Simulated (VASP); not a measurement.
Crystal: ZnO.

```
CELL_PARAMETERS angstrom
3.28797 0.00000 0.00000
-1.64398 2.84746 0.00000
0.00000 0.00000 7.13044
ATOMIC_POSITIONS crystal
Zn 0.00000 0.00000 0.25000
Zn 0.00000 0.00000 0.75000
O 0.66667 0.33333 0.75000
O 0.33333 0.66667 0.25000
```

Base run:

* Program: VASP 6.6.1
* Functional: PBEsol
* Potentials or basis: VASP PAW PBE potentials, release 64 (Zn, O)
* Cutoff: 520 eV
* k mesh: 9 × 9 × 4
* Occupations: fermi-dirac, width 0.05 eV
* Spin: no spin polarisation

Its results: band gap on the k mesh 0.75 eV; pressure -3.8 GPa.

Problem. The run is repeated on the same cell with these changes: functional from PBEsol to r2SCAN. What comes out?

Solution. Band gap on the k mesh 1.14 eV; pressure -3.4 GPa.

Caveats: the cell stands under tension; the PAW data sets were made with another functional, which shifts forces and pressure a little; an odd mesh through Γ misses points on the zone boundary, where band edges can lie.
